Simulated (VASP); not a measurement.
Set up this calculation in VASP 6.6.1, as the native input.

```yaml
Task: single point
Functional: PBE0
Potentials_or_basis: VASP PAW PBE potentials, release 64 (Cd, As, Ge_d)
Cutoff: 410 eV
k_mesh: 4 × 4 × 4
Occupations: fermi-dirac, width 0.02 eV
Spin: no spin polarisation
Dipole_correction: no
Grid_for_exact_exchange_PRECFOCK: Normal
Further_INCAR_settings: ALGO = Normal; EDIFF = 1e-06; NBANDS = 26
Share_of_exact_exchange: 0.25
```

The system is CdGeAs2.

```xyz
4
Lattice="4.0764 0.0000 0.0000 0.0000 4.0764 0.0000 0.0000 0.0000 6.1183" Properties=species:S:1:pos:R:3 pbc="T T T"
Cd    0.0000    0.0000    0.0000
As    0.0000    2.0382    1.6350
As    2.0382    0.0000    4.4833
Ge    2.0382    2.0382    3.0592
```

These files were run (other wordings do the same):

POSCAR

```
CdGeAs2
1.0
    4.0763717154      0.0000000000      0.0000000000
    0.0000000000      4.0763717154      0.0000000000
    0.0000000000      0.0000000000      6.1183213173
Cd As Ge
1 2 1
Direct
    0.0000000000      0.0000000000      0.0000000000
    0.0000000000      0.5000000000      0.2672334420
    0.5000000000      0.0000000000      0.7327665580
    0.5000000000      0.5000000000      0.5000000000
```

INCAR.step1

```
SYSTEM = CdGeAs2
  PREC = Accurate
  ENCUT = 410
  EDIFF = 1E-5
  ISMEAR = -1
  SIGMA = 0.02
  LREAL = .False.
  LASPH = .True.
  NELM = 120
  ALGO = Normal
  ISIF = 2
  LWAVE = .True.
  LCHARG = .False.
  NBANDS = 26
  GGA = PE
  GGA_COMPAT = .False.
```

INCAR.step2

```
SYSTEM = CdGeAs2
  PREC = Accurate
  ENCUT = 410
  EDIFF = 1E-6
  ISMEAR = -1
  SIGMA = 0.02
  LREAL = .False.
  LASPH = .True.
  NELM = 120
  ALGO = Normal
  ISIF = 2
  LWAVE = .False.
  LCHARG = .False.
  GGA = PE
  LHFCALC = .True.
  AEXX = 0.25
  PRECFOCK = Normal
  NBANDS = 26
  ISTART = 1
  GGA_COMPAT = .False.
```

KPOINTS

```
regular mesh
0
Gamma
  4 4 4
  0 0 0
```

Potentials or basis: VASP PAW PBE potentials, release 64 (Cd, As, Ge_d).

Run with:

```console
$ cat potpaw_PBE.64/Cd/POTCAR potpaw_PBE.64/As/POTCAR potpaw_PBE.64/Ge_d/POTCAR > POTCAR
$ cp INCAR.step1 INCAR
$ mpirun -np 1 vasp_std > vasp.out
$ cp INCAR.step2 INCAR
$ mpirun -np 1 vasp_std > vasp.out
```

It gave:

```
Pressure               : -0.2 GPa
Largest force          : 0.124 eV/Å
Band gap on the k mesh : zero (bands 18 and 19 overlap by 0.26 eV)
```

Caveat: the k points lie up to 0.39 Å⁻¹ apart; the PAW data sets were made with another functional, which shifts forces and pressure a little.

Run time: 120 min on 1 thread of Intel(R) Xeon(R) Platinum 8488C (Sapphire Rapids) (shared host), peak memory 0.23 GiB.
